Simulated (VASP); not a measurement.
A run of VASP 6.6.1 is set up as follows.

The input INCAR:

```
SYSTEM = I
  ALGO = Normal
  EDIFF = 1E-7
  ENCUT = 520
  GGA = CA
  ISIF = 2
  ISMEAR = -1
  LASPH = .TRUE.
  LCHARG = .FALSE.
  LREAL = .FALSE.
  LWAVE = .FALSE.
  NBANDS = 10
  NELM = 100
  PREC = Accurate
  SIGMA = 0.05
```

File KPOINTS:

```
k-points
0
G
  9 9 9
  0 0 0
```

Contents of POSCAR:

```
I
1.0
    0.0000000000      2.3967303343      3.9612912976
    2.2210941101      0.0000000000      3.9612912976
    2.2210941101      2.3967303343      0.0000000000
I
1
Direct
    0.0000000000      0.0000000000      0.0000000000
```

Potentials or basis: VASP PAW LDA potentials, release 64 (I).

The run is started by

```bash
$ cat potpaw_LDA.64/I/POTCAR > POTCAR
$ mpirun -np 1 vasp_std > vasp.out
```

(1) Estimate the pressure.

## Answers

(1) -3.1 GPa.

Caveat: an odd number of electrons without spin polarisation forces a metal; a magnetic or distorted state may lie lower.
